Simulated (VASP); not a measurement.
# Tl (P6_3/mmc) in VASP: notebook, part 3 of 3

VASP 6.6.1. The steps go on from the part before.

### Step 5. Single point, PBE (29.15 Å³/atom)

This run uses another cell than the first one, of 29.15 Å³/atom.

Input file INCAR:

```
ALGO = Normal
EDIFF = 1E-6
ENCUT = 520
GGA = PE
ISIF = 2
ISMEAR = -1
LASPH = T
LCHARG = F
LREAL = F
LWAVE = F
NBANDS = 20
NELM = 60
PREC = Accurate
SIGMA = 0.05
```

Input file KPOINTS:

```
k-points
0
Gamma
  9 9 5
```

Input file POSCAR:

```
Tl
1.0
    3.4788880842      0.0000000000      0.0000000000
   -1.7394440421      3.0128054579      0.0000000000
    0.0000000000      0.0000000000      5.5615904703
Tl
2
Direct
    0.6666666667      0.3333333333      0.7500000000
    0.3333333333      0.6666666667      0.2500000000
```

Potentials or basis: VASP PAW PBE potentials, release 64 (Tl_d).

The run is started by

```sh
$ cat potpaw_PBE.64/Tl_d/POTCAR > POTCAR
$ mpirun -np 1 vasp_std > vasp.out
```

OUTCAR:

```text
EDIFF = 1E-6
   ENCUT = 520
   GGA = PE
   ISIF = 2
   ISMEAR = -1
   LASPH = T
   LREAL = F
   NELM = 60
   PREC = Accurate

 ion  position               nearest neighbor table
   1  0.667  0.333  0.750-   2 3.43   2 3.43   2 3.43   2 3.43   2 3.43   2 3.43
   2  0.333  0.667  0.250-   1 3.43   1 3.43   1 3.43   1 3.43   1 3.43   1 3.43

  LATTYP: Found a hexagonal cell.
 ALAT       =     3.4788880842
 C/A-ratio  =     1.5986689815

  Lattice vectors:

 A1 = (   3.4788880842,   0.0000000000,   0.0000000000)
 A2 = (  -1.7394440421,   3.0128054579,   0.0000000000)
 A3 = (   0.0000000000,   0.0000000000,   5.5615904703)

Analysis of symmetry for initial positions (statically):
=====================================================================
 Subroutine PRICEL returns:
 Original cell was already a primitive cell.

 Routine SETGRP: Setting up the symmetry group for a
 hexagonal supercell.

 Subroutine GETGRP returns: Found 24 space group operations
 (whereof 12 operations were pure point group operations)
 out of a pool of 24 trial point group operations.

The static configuration has the point symmetry D_3d.
 The point group associated with its full space group is D_6h.

Analysis of symmetry for dynamics (positions and initial velocities):
=====================================================================
 Subroutine PRICEL returns:
 Original cell was already a primitive cell.

 Routine SETGRP: Setting up the symmetry group for a
 hexagonal supercell.

 Subroutine GETGRP returns: Found 24 space group operations
 (whereof 12 operations were pure point group operations)
 out of a pool of 24 trial point group operations.

The dynamic configuration has the point symmetry D_3d.
 The point group associated with its full space group is D_6h.

 Subroutine INISYM returns: Found 24 space group operations
 (whereof 12 operations are pure point group operations),
 and found     1 'primitive' translations

----------------------------------------------------------------------------------------

                                     Primitive cell

  volume of cell :      58.2922

  direct lattice vectors                    reciprocal lattice vectors
     3.478888084  0.000000000  0.000000000     0.287448166  0.165958276  0.000000000
    -1.739444042  3.012805458  0.000000000     0.000000000  0.331916552  0.000000000
     0.000000000  0.000000000  5.561590470     0.000000000  0.000000000  0.179804681

  length of vectors
     3.478888084  3.478888084  5.561590470     0.331916552  0.331916552  0.179804681

  position of ions in fractional coordinates (direct lattice)
     0.666666667  0.333333333  0.750000000
     0.333333333  0.666666667  0.250000000

  ion indices of the primitive-cell ions
   primitive index   ion index
                 1           1
                 2           2

----------------------------------------------------------------------------------------

 KPOINTS: k-points

Automatic generation of k-mesh.
 Grid dimensions read from file:
 generate k-points for:    9    9    5

 Generating k-lattice:

  Cartesian coordinates                     Fractional coordinates (reciprocal lattice)
     0.031938685  0.018439808  0.000000000     0.111111111  0.000000000  0.000000000
     0.000000000  0.036879617  0.000000000     0.000000000  0.111111111  0.000000000
     0.000000000  0.000000000  0.035960936     0.000000000  0.000000000  0.200000000

  Length of vectors
     0.036879617  0.036879617  0.035960936

  Shift w.r.t. Gamma in fractional coordinates (k-lattice)
     0.000000000  0.000000000  0.000000000

 Subroutine IBZKPT returns following result:
 ===========================================

 Found     36 irreducible k-points:

 Following reciprocal coordinates:
            Coordinates               Weight
  0.000000  0.000000  0.000000      1.000000
  0.111111 -0.000000  0.000000      6.000000
  0.222222 -0.000000  0.000000      6.000000
  0.333333 -0.000000  0.000000      6.000000
  0.444444 -0.000000  0.000000      6.000000
  0.111111  0.111111  0.000000      6.000000
[... 16 lines left out ...]
  0.333333  0.222222  0.200000     24.000000
  0.333333  0.333333  0.200000      4.000000
 [... further k-points ...]
   k-points           NKPTS =     36   k-points in BZ     NKDIM =     36   number of bands    NBANDS=     20
   number of dos      NEDOS =    301   number of ions     NIONS =      2
   total plane-waves  NPLWV =  32928
   dimension x,y,z NGX =    28 NGY =   28 NGZ =   42
   dimension x,y,z NGXF=    56 NGYF=   56 NGZF=   84
   ions per type =               2
   NGX,Y,Z   is equivalent  to a cutoff of  13.38, 13.38, 12.55 a.u.
   NGXF,Y,Z  is equivalent  to a cutoff of  26.76, 26.76, 25.11 a.u.
 SYSTEM =  unknown system
   PREC   = accura    normal or accurate (medium, high low for compatibility)
   ISTART =      0    job   : 0-new  1-cont  2-samecut
   ICHARG =      2    charge: 1-file 2-atom 10-const
   ISPIN  =      1    spin polarized calculation?
   LNONCOLLINEAR =      F non collinear calculations
   LSORBIT =      F    spin-orbit coupling
   LASPH  =      T    aspherical Exc in radial PAW
   ENCUT  =  520.0 eV  38.22 Ry    6.18 a.u.   6.47  6.47 10.34*2*pi/ulx,y,z
   NELM   =     60;   NELMIN=  2; NELMDL= -5     # of ELM steps
   EDIFF  = 0.1E-05   stopping-criterion for ELM
   LREAL  =      F    real-space projection
   EDIFFG = 0.1E-04   stopping-criterion for IOM
   NSW    =      0    number of steps for IOM
   IBRION =     -1    ionic relax: 0-MD 1-quasi-New 2-CG
   NFREE  =      0    steps in history (QN), initial steepest desc. (CG)
   ISIF   =      2    stress and relaxation
   ISYM   =      2    0-nonsym 1-usesym 2-fastsym
   POTIM  = 0.5000    time-step for ionic-motion
   TEBEG  =    0.0;   TEEND  =   0.0 temperature during run
   PSTRESS=    0.0 pullay stress
   NELECT =      26.0000    total number of electrons
   NUPDOWN=      -1.0000    fix difference up-down
   EMIN   =  10.00;   EMAX   =-10.00  energy-range for DOS
   EFERMI =   0.00;   METHOD = LEGACY
   ISMEAR =    -1;   SIGMA  =   0.05  broadening in eV -4-tet -1-fermi 0-gaus
   EFERMI_NEDOS =   21; number of points for ismear=-14 and -15
   IALGO  =     38    algorithm
   IMIX   =      4    mixing-type and parameters
     AMIX     =   0.40;   BMIX     =  1.00
     AMIX_MAG =   1.60;   BMIX_MAG =  1.00
  volume/ion in A,a.u.               =      29.15       196.69
  Fermi-wavevector in a.u.,A,eV,Ry     =   1.250823  2.363712 21.287097  1.564557
  Thomas-Fermi vector in A             =   2.384799
   LORBIT       =      0    0 simple, 1 ext, 2 COOP (PROOUT), +10 PAW based schemes
   GGA     = PE    functional components
   LHFCALC =     F    Hartree Fock is set to
   AEXX    =    0.0000 exact exchange contribution
   IVDW    =     0    specifies the selected vdW correction
   LEPSILON=     F    determine dielectric tensor
   LRPA    =     F    only Hartree local field effects (RPA)
 non-spin polarized calculation
  energy-cutoff  :      520.00
  volume of cell :       58.29
 maximum number of plane-waves:      1584
 NGX is ok and might be reduce to    28
   NGX = 13   NGY = 13   NGZ = 21

 number of electron      26.0000002 magnetization

 Free energy of the ion-electron system (eV)
  ---------------------------------------------------
  ext. energy  EPLUGINS =         0.00000000
  ---------------------------------------------------
  free energy    TOTEN  =        -4.40464097 eV

  energy without entropy =       -4.39026266  energy(sigma->0) =       -4.39745181

 E-fermi :   6.3550     XC(G=0): -10.0948

 val. band max:        6.3376851433   @ k =   0.2222   0.2222   0.4000
 cond. band min:       6.3877340617   @ k =   0.2222   0.1111   0.2000
 fundamental gap:      0.0500489184
 Fermi energy:         6.3549888189

 k-point     1 :       0.0000    0.0000    0.0000
  band No.  band energies     occupation
      1      -5.3878      2.00000
      2      -5.1763      2.00000
      3      -5.1603      2.00000
      4      -5.1603      2.00000
      5      -5.1098      2.00000
      6      -5.1098      2.00000
[... 12 lines left out ...]
     19      17.0880      0.00000
     20      17.1247      0.00000
[... 507 lines left out ...]
 k-point    24 :       0.3333    0.3333    0.2000
  band No.  band energies     occupation
      1      -5.3572      2.00000
      2      -5.2459      2.00000
      3      -5.2459      2.00000
      4      -5.0391      2.00000
      5      -5.0389      2.00000
      6      -5.0389      2.00000
[... 12 lines left out ...]
     19      13.8959      0.00000
     20      21.2093      0.00000

 [... further k-points ...]

------------------------ aborting loop because EDIFF is reached ----------------------------------------

  FORCE on cell =-STRESS in cart. coord.  units (eV):
  Direction    XX          YY          ZZ          XY          YZ          ZX
  --------------------------------------------------------------------------------------
  -------------------------------------------------------------------------------------
  Total        0.7748223      0.7748223      1.2132433     -0.0000000      0.0000000      0.0000000
  in kB       21.2962001     21.2962001     33.3463205     -0.0000000      0.0000000      0.0000000
  external PRESSURE =      25.3129069 kB  Pullay stress =       0.0000000 kB

 VOLUME and BASIS-vectors are now :
 -----------------------------------------------------------------------------
  energy-cutoff  :      520.00
  volume of cell :       58.29
      direct lattice vectors                 reciprocal lattice vectors
     3.478888084  0.000000000  0.000000000     0.287448166  0.165958276  0.000000000
    -1.739444042  3.012805458  0.000000000     0.000000000  0.331916552  0.000000000
     0.000000000  0.000000000  5.561590470     0.000000000  0.000000000  0.179804681

 POSITION                                       TOTAL-FORCE (eV/Angst)
 -----------------------------------------------------------------------------------
      1.73944      1.00427      4.17119         0.000000     -0.000000      0.000000
     -0.00000      2.00854      1.39040        -0.000000      0.000000      0.000000
 -----------------------------------------------------------------------------------
    total drift:                               -0.000000      0.000000      0.000000

  FREE ENERGIE OF THE ION-ELECTRON SYSTEM (eV)
  ---------------------------------------------------
  free  energy   TOTEN  =        -4.4046409736 eV

  energy  without entropy=       -4.3902626560  energy(sigma->0) =       -4.39745181
```

OSZICAR:

```text
N       E                     dE             d eps       ncg     rms          rms(c)
DAV:   1     0.133160108213E+03    0.13316E+03   -0.14125E+04  1440   0.122E+03
DAV:   2    -0.180766629265E+01   -0.13497E+03   -0.13220E+03  1588   0.277E+02
DAV:   3    -0.443878331546E+01   -0.26311E+01   -0.26237E+01  1704   0.340E+01
DAV:   4    -0.445500702380E+01   -0.16224E-01   -0.16223E-01  1536   0.289E+00
DAV:   5    -0.445523496265E+01   -0.22794E-03   -0.22794E-03  1592   0.338E-01    0.292E+00
DAV:   6    -0.441259041890E+01    0.42645E-01   -0.72459E-02  1536   0.208E+00    0.206E+00
DAV:   7    -0.440521607722E+01    0.73743E-02   -0.32694E-02  1556   0.139E+00    0.689E-01
DAV:   8    -0.440462895622E+01    0.58712E-03   -0.27998E-03  1540   0.392E-01    0.364E-02
DAV:   9    -0.440463563961E+01   -0.66834E-05   -0.20087E-05  1592   0.372E-02    0.151E-02
DAV:  10    -0.440464073067E+01   -0.50911E-05   -0.46002E-06  1292   0.171E-02    0.137E-03
DAV:  11    -0.440464097355E+01   -0.24289E-06   -0.43408E-07   796   0.531E-03
   1 F= -.44046410E+01 E0= -.43974518E+01  d E =-.143783E-01
```

stdout:

```text
POSCAR found type information on POSCAR Tl
 POSCAR found :  1 types and       2 ions
 scaLAPACK will be used
 LDA part: xc-table for (Slater+PW92), standard interpolation
 POSCAR, INCAR and KPOINTS ok, starting setup
 FFT: planning ... GRIDC
 FFT: planning ... GRID_SOFT
 FFT: planning ... GRID
 WAVECAR not read
 entering main loop
```

Run time: 26 s. Hardware: 1 thread of Intel Xeon Platinum 8375C at 2.90GHz (Ice Lake), shared host; peak memory 0.18 GiB.

Results:

| Item | Value |
| --- | --- |
| Free energy | -4.4046 eV |
| Pressure | 2.5 GPa |
| Band gap on the k mesh | zero (bands 13 and 14 overlap by 3.58 eV) |

Stress tensor (GPa, compression positive):
```
2.13 0.00 0.00
0.00 2.13 0.00
0.00 0.00 3.33
```

Caveat: spin-orbit coupling is left out, which moves the levels of the heavy elements.

### Step 6. Single point, PBEsol

Input file INCAR:

```
SYSTEM = Tl
ALGO = Fast
EDIFF = 1E-6
ENCUT = 520
GGA = PS
ISIF = 2
ISMEAR = -1
LASPH = .True.
LCHARG = .False.
LREAL = .False.
LWAVE = .False.
NBANDS = 20
NELM = 100
PREC = Accurate
SIGMA = 0.05
```

Input file KPOINTS:

```
k-points
0
Gamma
  11 11 6
  0 0 0
```

Input file POSCAR:

```
Tl
1.0
    3.4560000000      0.0000000000      0.0000000000
   -1.7280000000      2.9929837955      0.0000000000
    0.0000000000      0.0000000000      5.5250000000
Tl
2
Direct
    0.6666666667      0.3333333333      0.7500000000
    0.3333333333      0.6666666667      0.2500000000
```

Potentials or basis: VASP PAW PBE potentials, release 64 (Tl_d).

The run is started by

```sh
$ cat potpaw_PBE.64/Tl_d/POTCAR > POTCAR
$ mpirun -np 1 vasp_std > vasp.out
```

OUTCAR:

```text
SYSTEM = Tl
   EDIFF = 1E-6
   ENCUT = 520
   GGA = PS
   ISIF = 2
   ISMEAR = -1
   LASPH = .True.
   LREAL = .False.
   NELM = 100
   PREC = Accurate

 ion  position               nearest neighbor table
   1  0.667  0.333  0.750-   2 3.41   2 3.41   2 3.41   2 3.41   2 3.41   2 3.41
   2  0.333  0.667  0.250-   1 3.41   1 3.41   1 3.41   1 3.41   1 3.41   1 3.41

  LATTYP: Found a hexagonal cell.
 ALAT       =     3.4560000000
 C/A-ratio  =     1.5986689815

  Lattice vectors:

[... 742 lines left out ...]
------------------------ aborting loop because EDIFF is reached ----------------------------------------

  FORCE on cell =-STRESS in cart. coord.  units (eV):
  Direction    XX          YY          ZZ          XY          YZ          ZX
  --------------------------------------------------------------------------------------
  -------------------------------------------------------------------------------------
  Total       -0.0324101     -0.0324101      0.0003575      0.0000000     -0.0000000      0.0000000
  in kB       -0.9086153     -0.9086153      0.0100231      0.0000000     -0.0000000      0.0000000
  external PRESSURE =      -0.6024025 kB  Pullay stress =       0.0000000 kB

 VOLUME and BASIS-vectors are now :
 -----------------------------------------------------------------------------
  energy-cutoff  :      520.00
  volume of cell :       57.15
      direct lattice vectors                 reciprocal lattice vectors
     3.456000000  0.000000000  0.000000000     0.289351852  0.167057370  0.000000000
    -1.728000000  2.992983795  0.000000000     0.000000000  0.334114739  0.000000000
     0.000000000  0.000000000  5.525000000     0.000000000  0.000000000  0.180995475

 POSITION                                       TOTAL-FORCE (eV/Angst)
 -----------------------------------------------------------------------------------
      1.72800      0.99766      4.14375        -0.000000      0.000000      0.000000
     -0.00000      1.99532      1.38125         0.000000     -0.000000      0.000000
 -----------------------------------------------------------------------------------
    total drift:                               -0.000000      0.000000     -0.000000

  FREE ENERGIE OF THE ION-ELECTRON SYSTEM (eV)
  ---------------------------------------------------
  free  energy   TOTEN  =        -5.2717831504 eV

  energy  without entropy=       -5.2623084441  energy(sigma->0) =       -5.26704580
```

OSZICAR:

```text
N       E                     dE             d eps       ncg     rms          rms(c)
DAV:   1     0.131401262858E+03    0.13140E+03   -0.14111E+04  2560   0.123E+03
DAV:   2    -0.275199469960E+01   -0.13415E+03   -0.13145E+03  2784   0.277E+02
DAV:   3    -0.533163942920E+01   -0.25796E+01   -0.25679E+01  2956   0.339E+01
DAV:   4    -0.534720348072E+01   -0.15564E-01   -0.15562E-01  2736   0.285E+00
DAV:   5    -0.534741283054E+01   -0.20935E-03   -0.20935E-03  2828   0.328E-01    0.304E+00
RMM:   6    -0.528337732324E+01    0.64036E-01   -0.10323E-01  2577   0.213E+00    0.209E+00
RMM:   7    -0.527282418364E+01    0.10553E-01   -0.51485E-02  2619   0.162E+00    0.833E-01
RMM:   8    -0.527179600069E+01    0.10282E-02   -0.44256E-03  2666   0.448E-01    0.871E-02
RMM:   9    -0.527178395664E+01    0.12044E-04   -0.22797E-04  2835   0.120E-01    0.335E-02
RMM:  10    -0.527178260175E+01    0.13549E-05   -0.32504E-05  2837   0.487E-02    0.277E-03
RMM:  11    -0.527178315037E+01   -0.54862E-06   -0.68341E-06  2238   0.200E-02
   1 F= -.52717832E+01 E0= -.52670458E+01  d E =-.947471E-02
```

Wall time 42 s (1 thread of AMD EPYC 7R13 (Zen 3), shared host); peak memory 0.18 GiB.

What came out:

| Item | Value |
| --- | --- |
| Free energy | -5.2718 eV |
| Pressure | -0.1 GPa |
| Band gap on the k mesh | zero (bands 13 and 14 overlap by 5.66 eV) |

Stress tensor (GPa, compression positive):
```
-0.09  0.00  0.00
 0.00 -0.09  0.00
 0.00  0.00  0.00
```

Levels at points of the mesh, in eV from the Fermi level:
| k point | band 10 | band 11 | band 12 | band 13 | band 14 | band 15 | band 16 | band 17 |
| --- | --- | --- | --- | --- | --- | --- | --- | --- |
| (0.00, 0.00, 0.00) | -10.98 | -10.02 | -5.07 | -2.82 | 8.02 | 8.02 | 10.11 | 10.11 |
| (0.00, 0.00, 0.50) | -11.09 | -8.58 | -8.58 | 3.39 | 3.39 | 9.00 | 9.00 | 9.00 |

Caveat: the PAW data sets were made with another functional, which shifts forces and pressure a little; spin-orbit coupling is left out, which moves the levels of the heavy elements.

### Step 7. Summary

| level | spin | cell | k mesh | gap on the mesh (eV) | pressure (GPa) |
| --- | --- | --- | --- | --- | --- |
| BLYP | off | a = 3.456, b = 3.456, c = 5.525 Å, angles 90.0, 90.0, 120.0°, 2 atoms | 9 × 9 × 5 | none | 7.3 |
| r2SCAN | off | a = 3.524, b = 3.524, c = 5.633 Å, angles 90.0, 90.0, 120.0°, 2 atoms | 9 × 9 × 5 | none | -0.1 |
| PBEsol | non-collinear, zero start, SOC | a = 3.456, b = 3.456, c = 5.525 Å, angles 90.0, 90.0, 120.0°, 2 atoms | 9 × 9 × 5 | - | -0.3 |
| PBE | off | a = 3.479, b = 3.479, c = 5.562 Å, angles 90.0, 90.0, 120.0°, 2 atoms | 9 × 9 × 5 | none | 2.5 |
| PBEsol | off | a = 3.456, b = 3.456, c = 5.525 Å, angles 90.0, 90.0, 120.0°, 2 atoms | 11 × 11 × 6 | none | -0.1 |

Alike in all rows: task single point; potentials or basis VASP PAW PBE potentials, release 64 (Tl_d); cutoff (eV) 520; smearing fermi-dirac 0.05 eV.

The pressure there spans -0.3 GPa (PBEsol) to 7.3 GPa (BLYP); a positive pressure means that this level wants a larger cell, a negative one a smaller.

Caveats: the PAW data sets were made with another functional, which shifts forces and pressure a little (at least some runs); spin-orbit coupling is left out, which moves the levels of the heavy elements (at least some runs); the cell stands under pressure (at least some runs).

Absolute energies hang on the potentials; compare differences alone.
